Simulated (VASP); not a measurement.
Input of a VASP 6.6.1 run:

INCAR

```
PREC = Accurate ; ENCUT = 600
EDIFF = 1E-6 ; ISMEAR = 0
SIGMA = 0.02 ; LREAL = F
LASPH = T ; NELM = 100
ALGO = Normal ; ISIF = 3
LWAVE = F ; LCHARG = F
GGA = PE ; IBRION = 2
NSW = 100 ; EDIFFG = -0.005
```

KPOINTS

```
regular mesh
0
Gamma
  4 4 4
```

POSCAR

```
HfO2
1.0
    5.1572529722      0.0000000000     -0.0019459286
    0.0000000000      5.2164697071      0.0000000000
   -0.8890055136      0.0000000000      5.2686610136
Hf O
4 8
Direct
    0.2758459645      0.4574447850      0.7081817905
    0.7241540355      0.9574447850      0.7918182095
    0.7241540355      0.5425552150      0.2918182095
    0.2758459645      0.0425552150      0.2081817905
    0.4487005546      0.7424275774      0.9775729168
    0.5512994454      0.2424275774      0.5224270832
    0.5512994454      0.2575724226      0.0224270832
    0.4487005546      0.7575724226      0.4775729168
    0.0680583810      0.3305784125      0.3466123521
    0.9319416190      0.8305784125      0.1533876479
    0.9319416190      0.6694215875      0.6533876479
    0.0680583810      0.1694215875      0.8466123521
```

Potentials or basis: VASP PAW PBE potentials, release 64 (Hf_pv, O).

The run is started by

```console
$ cat potpaw_PBE.64/Hf_pv/POTCAR potpaw_PBE.64/O/POTCAR > POTCAR
$ mpirun -np 1 vasp_std > vasp.out
```

What does it give for the space group after relaxing (to 0.05 Å)?

P2_1/c (No. 14).

Predict the relaxed volume.

11.65 Å³/atom.

Predict the relaxed cell.

a = 5.137 Å, b = 5.190 Å, c = 5.320 Å, α = 90.00°, β = 99.67°, γ = 90.00°.

Step by step:
| step | energy change (eV) | largest force (eV/Å) | pressure (GPa) | volume (Å³) |
| --- | --- | --- | --- | --- |
| 1 | 0.0000 | 0.0858 | -3.15 | 141.73 |
| 2 | 0.0297 | 0.3177 | 5.25 | 137.02 |
| 3 | -0.0191 | 0.0719 | -0.05 | 139.90 |
| 4 | -0.0191 | 0.0747 | 0.00 | 139.86 |
| 5 | -0.0192 | 0.0597 | 0.09 | 139.76 |
| 6 | -0.0194 | 0.0114 | 0.04 | 139.81 |
| 7 | -0.0194 | 0.0062 | -0.04 | 139.85 |
| 8 | -0.0194 | 0.0060 | -0.07 | 139.87 |
| 9 | -0.0194 | 0.0053 | -0.03 | 139.85 |
| 10 | -0.0194 | 0.0070 | 0.01 | 139.83 |
| 11 | -0.0195 | 0.0047 | 0.01 | 139.82 |
